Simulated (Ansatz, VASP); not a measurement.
Te2Mo in VASP and in Ansatz

```xyz
3
Lattice="3.4911 0.0000 0.0000 -1.7455 3.0234 0.0000 0.0000 0.0000 17.2635" Properties=species:S:1:pos:R:3 pbc="T T T"
Te    0.0000    2.0156   15.4602
Te    0.0000    2.0156    1.8034
Mo    0.0000    0.0000    0.0000
```

Change from the starting cell: strain along c alone, the other axes held, atoms relaxed: -1.5 %.

Alike in both runs: functional PBEsol; k mesh 12 × 12 × 2; occupations gaussian, width 0.02 eV; no spin polarisation.

Ansatz relaxed the structure, and its values are those at the end. VASP's run is a single point on that final structure, the one shown.

|  | VASP | Ansatz |
| --- | --- | --- |
| version | VASP 6.6.1 | Ansatz 0.2.0 |
| potentials or method | VASP PAW PBE potentials, release 64 (Te, Mo_sv), cutoff 520 eV | scalar-relativistic, plane waves, PAW |
| valence electrons in the cell | 26 | 46 |

```tsv
	VASP	Ansatz	Ansatz less VASP
gap on the k mesh at the Fermi level (eV)	1.20	1.20	+0.001
least direct gap on the mesh (eV)	1.20	1.20	+0.001
rms of the force components (eV/Å)	0.014	0.000	-0.0142
```

VASP's potentials were made for PBE, not for PBEsol. The functional is the same, so the differences come from potentials, cutoffs and numerics. VASP's potentials hold 26 valence electrons a cell and Ansatz's 46, so a difference there can come from the potentials and not from the codes. Ansatz's warnings: stress scf threshold loose.

Neither program's run includes spin-orbit coupling.
